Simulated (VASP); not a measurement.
**Cs2TaF6: relaxation of cell and atoms with PBEsol**

The system is Cs2TaF6.

```
Cs Ta F
1.0
     0.00000    4.55699    4.55699
     4.55699    0.00000    4.55699
     4.55699    4.55699    0.00000
Cs Ta F
2 1 6
Direct
  0.75000 0.75000 0.75000
  0.25000 0.25000 0.25000
  0.00000 0.00000 0.00000
  0.78263 0.21737 0.21737
  0.21737 0.21737 0.78263
  0.21737 0.78263 0.78263
  0.21737 0.78263 0.21737
  0.78263 0.21737 0.78263
  0.78263 0.78263 0.21737
```

- Program: VASP 6.6.1
- Task: relaxation of cell and atoms
- Functional: PBEsol
- Potentials or basis: VASP PAW PBE potentials, release 64 (Cs_sv, Ta_pv, F)
- Cutoff: 600 eV
- k mesh: 5 × 5 × 5
- Occupations: fermi-dirac, width 0.05 eV
- Spin: no spin polarisation
- Dipole correction: no
- Further INCAR settings: ALGO = Normal; EDIFF = 1e-07; IBRION = 2; EDIFFG = -0.02; NSW = 80; ISIF = 3

The relaxed volume is 21.06 Å³/atom. The relaxed cell is a = 6.447 Å, b = 6.447 Å, c = 6.447 Å, α = 60.00°, β = 60.00°, γ = 60.00°. The space group after relaxing (to 0.05 Å) is Fm-3m (No. 225). The energy gained by relaxing is 0.1 meV/atom and the ionic steps are 3. The pressure after relaxing is -0.1 GPa and the largest force after relaxing is 0.015 eV/Å.

Forces on the atoms (eV/Å):
```
Cs   0.000  0.000  0.000
Cs   0.000  0.000  0.000
Ta   0.000  0.000  0.000
F    0.015  0.000  0.000
F    0.000  0.000  0.015
F   -0.015  0.000  0.000
F    0.000  0.015  0.000
F    0.000 -0.015  0.000
F    0.000  0.000 -0.015
```

The path:
```csv
step,energy change (eV),largest force (eV/Å),pressure (GPa),volume (Å³)
1,0.0000,0.0944,0.13,189.26
2,-0.0001,0.0563,-0.38,189.74
3,-0.0008,0.0153,-0.14,189.51
```

Final structure:
```
Cs Ta F
1.0
     0.00000    4.55901    4.55901
     4.55901    0.00000    4.55901
     4.55901    4.55901    0.00000
Cs Ta F
2 1 6
Cartesian
  6.8385 6.8385 6.8385
  2.2795 2.2795 2.2795
  0.0000 0.0000 0.0000
  1.9843 4.5590 4.5590
  4.5590 4.5590 1.9843
  7.1337 4.5590 4.5590
  4.5590 1.9843 4.5590
  4.5590 7.1337 4.5590
  4.5590 4.5590 7.1337
```

Levels at points of the mesh, in eV from the Fermi level:
| k point | band 31 | band 32 | band 33 | band 34 | band 35 | band 36 | band 37 | band 38 | band 39 | band 40 |
| --- | --- | --- | --- | --- | --- | --- | --- | --- | --- | --- |
| (0.00, 0.00, 0.00) | -7.08 | -7.08 | -6.87 | -6.87 | -6.87 | 0.01 | 0.01 | 0.01 | 0.57 | 1.93 |

It took 6.6 min on 1 thread of Intel Xeon 6975P-C, with other jobs on the host, peak memory 0.45 GiB.

Caveat: the PAW data sets were made with another functional, which shifts forces and pressure a little; spin-orbit coupling is left out, which moves the levels of the heavy elements; an odd number of electrons without spin polarisation forces a metal; a magnetic or distorted state may lie lower.
